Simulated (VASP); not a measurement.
Input of a VASP 6.6.1 run:

Contents of INCAR:

```
PREC     = Accurate       # precision mode
ENCUT    = 820            # plane-wave cutoff, eV
EDIFF    = 1E-6           # SCF threshold, eV
ISMEAR   = 0              # smearing method
SIGMA    = 0.15           # smearing width, eV
LREAL    = False          # projectors in reciprocal space
LASPH    = True           # aspherical terms in the spheres
NELM     = 120            # most SCF steps
ALGO     = Normal         # electronic algorithm
ISIF     = 2              # what is computed and relaxed
LWAVE    = False          # write WAVECAR
LCHARG   = False          # write CHGCAR
GGA      = PS             # functional
NBANDS   = 26             # bands
GGA_COMPAT= False
```

KPOINTS

```
regular mesh
0
Gamma
  24 24 12
```

Contents of POSCAR:

```
Cu
1.0
    2.5204379666      0.0000000000      0.0000000000
   -1.2602189833      2.1827633078      0.0000000000
    0.0000000000      0.0000000000      4.1161056553
Cu
2
Direct
    0.3333333333      0.6666666667      0.2500000000
    0.6666666667      0.3333333333      0.7500000000
```

Potentials or basis: VASP PAW PBE potentials, release 64 (Cu_sv_GW).

The run is started by

```console
$ cat potpaw_PBE.64/Cu_sv_GW/POTCAR > POTCAR
$ mpirun -np 1 vasp_std > vasp.out
```

Question: Predict the pressure.

Answer: -1.7 GPa.

Question: Predict the band gap on the k mesh.

Answer: Zero (bands 19 and 20 overlap by 6.07 eV).

Stress tensor (GPa, compression positive):
```
-1.95  0.00  0.00
 0.00 -1.95  0.00
 0.00  0.00 -1.20
```

Caveat: the PAW data sets were made with another functional, which shifts forces and pressure a little.
